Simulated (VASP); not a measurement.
Runs of VASP 6.6.1 on C. The structure is that of space group R-3m (No. 166), or close to it. The cells are those of the table. 

```tsv
cell	gap on the mesh (eV)	pressure (GPa)	largest force (eV/Å)
a = 3.650 Å, angles 39.5°, 2 atoms	0.59	0.4	(a)
a = 3.681 Å, angles 39.5°, 2 atoms	0.91	-8.4	3.16
a = 3.742 Å, angles 39.5°, 2 atoms	0.48	(c)	(d)
a = 3.559 Å, angles 39.5°, 2 atoms	0.66	26.3	0.60
a = 3.711 Å, angles 39.5°, 2 atoms	(b)	-13.4	1.92
a = 3.620 Å, angles 39.5°, 2 atoms	0.46	6.8	2.50
```

Alike in all rows: task single point; level PBE+D3(BJ); potentials or basis VASP PAW PBE potentials, release 64 (C); no spin polarisation; k mesh 15 × 15 × 15; cutoff (eV) 520; smearing gaussian 0.05 eV.

**Question.** Fill in the values left out.

**Answer.** (a) 0.63; (b) 0.79; (c) -18.5; (d) 1.28.

Caveats: forces of over 1 eV/Å act on the atoms, so gaps and moduli don't describe the material at rest (some runs).

A k mesh can miss the band edges.
